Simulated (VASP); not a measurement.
A run of VASP 6.6.1 is set up as follows.

File POSCAR:

```
Al16GeN15
1.0
    6.2595139128      0.0000000578      0.0000000000
   -3.1297570064      5.4208980350      0.0000000000
    0.0000000000      0.0000000000     10.0348065929
Al N Ge
16 15 1
Direct
    0.3361064194      0.1634771379      0.2534069917
    0.1669018518      0.3319268880      0.4989475449
    0.3303419167      0.1683002555      0.7563481104
    0.1665412071      0.3323610404      1.0081358165
    0.3364181921      0.6706649510      0.2529684901
    0.1964545459      0.8483644762      0.5149832142
    0.3302134020      0.6597951824      0.7563503889
    0.1706996230      0.8344584557      0.9927765103
    0.8285430568      0.1629806117      0.2528576307
    0.6503636140      0.3021277427      0.5148908293
    0.8389049984      0.1686107085      0.7564294896
    0.6642326347      0.3281474794      0.9928762559
    0.8340160000      0.6656885400      0.2120740236
    0.6492591976      0.8496994379      0.5153088863
    0.8327508133      0.6659441714      0.7395493725
    0.6637773510      0.8351335382      0.9931852059
    0.3329804094      0.1658165543      0.4432271281
    0.1679284550      0.3313033838      0.1963708073
    0.3284110195      0.1702908174      0.9413366087
    0.1674072621      0.3309974457      0.6906177660
    0.3320948421      0.6702891455      0.4433242857
    0.1804535884      0.8371974291      0.1774913369
    0.3277421501      0.6588615878      0.9412519252
    0.1789959662      0.8370353683      0.7040180333
    0.8286331435      0.1666244585      0.4431975826
    0.6620866261      0.3190628811      0.1774900986
    0.8399221288      0.1712059677      0.9413457264
    0.6615327828      0.3195257621      0.7039916204
    0.6620040374      0.8369441835      0.1781591566
    0.8313689761      0.6674135028      0.9374717713
    0.6616698268      0.8371349415      0.7036703048
    0.8308856114      0.6677247177      0.4312121017
```

File INCAR.step1:

```
SYSTEM = Al16GeN15
PREC     = Accurate       ! precision mode
ENCUT    = 520            ! plane-wave cutoff, eV
EDIFF    = 1E-5           ! SCF threshold, eV
ISMEAR   = -1             ! smearing method
SIGMA    = 0.01           ! smearing width, eV
LREAL    = Auto         
LASPH    = .TRUE.         ! aspherical terms in the spheres
NELM     = 120            ! most SCF steps
ALGO     = Normal         ! electronic algorithm
ISIF     = 2              ! what is computed and relaxed
LWAVE    = .TRUE.         ! write WAVECAR
LCHARG   = .FALSE.        ! write CHGCAR
GGA      = PE             ! functional
NELECT   = 138.0        
NBANDS   = 90             ! bands
GGA_COMPAT= .FALSE.      
ISYM     = -1
```

INCAR.step2

```
SYSTEM = Al16GeN15
PREC     = Accurate       ! precision mode
ENCUT    = 520            ! plane-wave cutoff, eV
EDIFF    = 1E-6           ! SCF threshold, eV
ISMEAR   = -1             ! smearing method
SIGMA    = 0.01           ! smearing width, eV
LREAL    = Auto         
LASPH    = .TRUE.         ! aspherical terms in the spheres
NELM     = 120            ! most SCF steps
ALGO     = Normal         ! electronic algorithm
ISIF     = 2              ! what is computed and relaxed
LWAVE    = .FALSE.        ! write WAVECAR
LCHARG   = .FALSE.        ! write CHGCAR
GGA      = PE             ! functional
LHFCALC  = .TRUE.         ! exact exchange
HFSCREEN = 0.2079         ! screening, 1/A
PRECFOCK = Fast         
ISTART   = 1            
NELECT   = 138.0        
NBANDS   = 90             ! bands
GGA_COMPAT= .FALSE.      
ISYM     = -1
```

Contents of KPOINTS:

```
explicit points
1
Reciprocal
  0.25000000   0.25000000   0.25000000 1
```

Potentials or basis: VASP PAW PBE potentials, release 64 (Al, N, Ge_d).

Command:

```bash
$ cat potpaw_PBE.64/Al/POTCAR potpaw_PBE.64/N/POTCAR potpaw_PBE.64/Ge_d/POTCAR > POTCAR
$ cp INCAR.step1 INCAR
$ mpirun -np 1 vasp_std > vasp.out
$ cp INCAR.step2 INCAR
$ mpirun -np 1 vasp_std > vasp.out
```

Q: Predict the largest force.

A: 0.107 eV/Å.

Forces in eV/Å, atoms in the order of the input:
```
Al  -0.015 -0.004 -0.006
Al   0.008 -0.004 -0.001
Al   0.008 -0.006  0.055
Al   0.006 -0.001  0.021
Al  -0.023  0.002  0.003
Al  -0.011 -0.016 -0.054
Al  -0.009  0.020  0.049
Al   0.014 -0.002  0.082
Al  -0.015  0.006  0.004
Al   0.019  0.021 -0.044
Al  -0.021 -0.008  0.049
Al   0.010 -0.002  0.070
Al  -0.019 -0.006  0.070
Al   0.024 -0.020 -0.055
Al  -0.009  0.005  0.106
Al   0.011 -0.005  0.074
N    0.053 -0.028  0.050
N    0.012 -0.004 -0.073
N    0.022 -0.016 -0.066
N    0.009 -0.001  0.034
N    0.003  0.072  0.066
N   -0.025 -0.023 -0.066
N   -0.007  0.045 -0.071
N    0.000 -0.006 -0.084
N   -0.071 -0.035  0.065
N    0.014  0.043 -0.060
N   -0.042 -0.021 -0.070
N    0.004  0.006 -0.085
N    0.045 -0.017 -0.074
N   -0.005  0.000  0.028
N    0.008  0.000 -0.076
Ge   0.004  0.005  0.060
```

Caveat: the cell carries a net charge on a neutralising background, which shifts energy and pressure; the PAW data sets were made with another functional, which shifts forces and pressure a little.
